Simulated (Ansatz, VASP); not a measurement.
# C: VASP beside Ansatz

The input INCAR:

```
ALGO     = Normal         # electronic algorithm
EDIFF    = 1E-7           # SCF threshold, eV
EDIFFG   = -0.002         # ionic threshold
ENCUT    = 600            # plane-wave cutoff, eV
GGA      = PE             # functional
GGA_COMPAT= False        
IBRION   = 2              # ionic algorithm
ISIF     = 3              # what is computed and relaxed
ISMEAR   = 0              # smearing method
LASPH    = True           # aspherical terms in the spheres
LCHARG   = False          # write CHGCAR
LREAL    = False          # projectors in reciprocal space
LWAVE    = False          # write WAVECAR
NELM     = 120            # most SCF steps
NELMIN   = 4            
NSW      = 100            # ionic steps
PREC     = Accurate       # precision mode
SIGMA    = 0.02           # smearing width, eV
```

Contents of KPOINTS:

```
k-points
0
Gamma
  12 12 12
```

File POSCAR:

```
C
1.0
    0.0000000000      1.7833700000      1.7833700000
    1.7833700000      0.0000000000      1.7833700000
    1.7833700000      1.7833700000      0.0000000000
C
2
Direct
    0.0000000000      0.0000000000      0.0000000000
    0.2500000000      0.2500000000      0.2500000000
```

Input for Ansatz:

```yaml
crystal:
  lattice:
    - [0.0, 1.78337, 1.78337]
    - [1.78337, 0.0, 1.78337]
    - [1.78337, 1.78337, 0.0]
  atoms:
    - { symbol: C, position: [0.0, 0.0, 0.0] }
    - { symbol: C, position: [0.25, 0.25, 0.25] }
basis:
  ecutwfc: 420
kpoints:
  mp_grid: { grid: [12, 12, 12] }
hamiltonian:
  xc: pbe
  pseudopotentials: { kind: paw }
scf:
  occupations: { method: gaussian, width: 0.02 }
output:
  forces: true
  stress: true
  eigenvalues: true
relax:
  adjacent_minimum: "off"
  f_tol: 0.002
  max_steps: 80
  cell: { stress_tol: 0.02 }
```

Alike in both runs: task relaxation of cell and atoms; functional PBE; k mesh 12 × 12 × 12; occupations gaussian, width 0.02 eV; no spin polarisation.

```csv
,VASP,Ansatz
version,VASP 6.6.1,Ansatz 0.2.0
potentials or method,"VASP PAW PBE potentials, release 64 (C), cutoff 600 eV","scalar-relativistic, plane waves, PAW"
valence electrons in the cell,8,8
```

Ansatz gave:

- gap on the k mesh at the Fermi level, each at its own relaxed structure (eV): 4.15
- relaxed volume (Å³/atom): 5.70
- relaxed cell length with the largest relative difference (Å): 2.526

Task: Which values does VASP return?

Result: gap on the k mesh at the Fermi level, each at its own relaxed structure (eV): 4.14; relaxed volume (Å³/atom): 5.69; relaxed cell length with the largest relative difference (Å): 2.525.
